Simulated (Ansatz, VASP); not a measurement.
Rb: VASP beside Ansatz

```
Rb
1.0
     4.56217    0.00000    0.00000
     0.00000    4.56217    0.00000
     0.00000    0.00000    4.56217
Rb
1
Direct
  0.00000 0.00000 0.00000
```

Change from the starting cell: volume scaled by 0.96, crystal datasets.

Alike in both runs: task electric field gradients; functional PBE; k mesh 10 × 10 × 10; occupations fermi-dirac, width 0.08 eV; no spin polarisation.

|  | VASP | Ansatz |
| --- | --- | --- |
| version | VASP 6.6.1 | Ansatz 0.2.0 |
| potentials or method | VASP PAW PBE potentials, release 64 (Rb_sv), cutoff 520 eV | all-electron PAW with datasets made for the crystal, scalar-relativistic |

```tsv
	VASP	Ansatz	Ansatz less VASP
pressure (GPa)	0.1	0.1	0.00
```

Ansatz ran all-electron here, and VASP with PAW potentials.
